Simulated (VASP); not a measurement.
Set up this calculation in VASP 6.6.1, as the native input.

```
Task                   : single point
Functional             : PBE
Potentials or basis    : VASP PAW PBE potentials, release 64 (Al, Cu, C, N)
Cutoff                 : 520 eV
k mesh                 : 4 × 4 × 4
Occupations            : gaussian, width 0.02 eV
Spin                   : no spin polarisation
Dipole correction      : no
Further INCAR settings : ALGO = Normal; EDIFF = 1e-06; NBANDS = 36
```

The structure of AlCuC4N4 lies in POSCAR:

```
AlCuC4N4
1.0
    5.7042374320      0.0000000000      0.0000000000
    0.0000000000      5.7042374320      0.0000000000
    0.0000000000      0.0000000000      5.7042374320
Al Cu C N
1 1 4 4
Direct
    0.5000000000      0.5000000000      0.5000000000
    0.0000000000      0.0000000000      0.0000000000
    0.1945135037      0.1945135037      0.1945135037
    0.1945135037      0.8054864963      0.8054864963
    0.8054864963      0.1945135037      0.8054864963
    0.8054864963      0.8054864963      0.1945135037
    0.3133752770      0.3133752770      0.3133752770
    0.3133752770      0.6866247230      0.6866247230
    0.6866247230      0.3133752770      0.6866247230
    0.6866247230      0.6866247230      0.3133752770
```

The input as run:

INCAR

```
SYSTEM = AlCuC4N4
PREC     = Accurate       ! precision mode
ENCUT    = 520            ! plane-wave cutoff, eV
EDIFF    = 1E-6           ! SCF threshold, eV
ISMEAR   = 0              ! smearing method
SIGMA    = 0.02           ! smearing width, eV
LREAL    = .False.        ! projectors in reciprocal space
LASPH    = .True.         ! aspherical terms in the spheres
NELM     = 100            ! most SCF steps
ALGO     = Normal         ! electronic algorithm
ISIF     = 2              ! what is computed and relaxed
LWAVE    = .False.        ! write WAVECAR
LCHARG   = .True.         ! write CHGCAR
GGA      = PE             ! functional
LELF     = .True.         ! ELF
LVHAR    = .True.       
NBANDS   = 36             ! bands
```

KPOINTS

```
Automatic mesh
0
Gamma
  4 4 4
  0 0 0
```

Potentials or basis: VASP PAW PBE potentials, release 64 (Al, Cu, C, N).

Launch:

```console
$ cat potpaw_PBE.64/Al/POTCAR potpaw_PBE.64/Cu/POTCAR potpaw_PBE.64/C/POTCAR potpaw_PBE.64/N/POTCAR > POTCAR
$ mpirun -np 1 vasp_std > vasp.out
```

Results of the run:

```
Pressure               : 0.4 GPa
Largest force          : 0.384 eV/Å
Band gap on the k mesh : 3.98 eV (least direct gap 4.08 eV)
```

Wall time 62 s on 1 thread of Intel(R) Xeon(R) 6975P-C (Granite Rapids), on a shared host, peak memory 0.28 GiB.
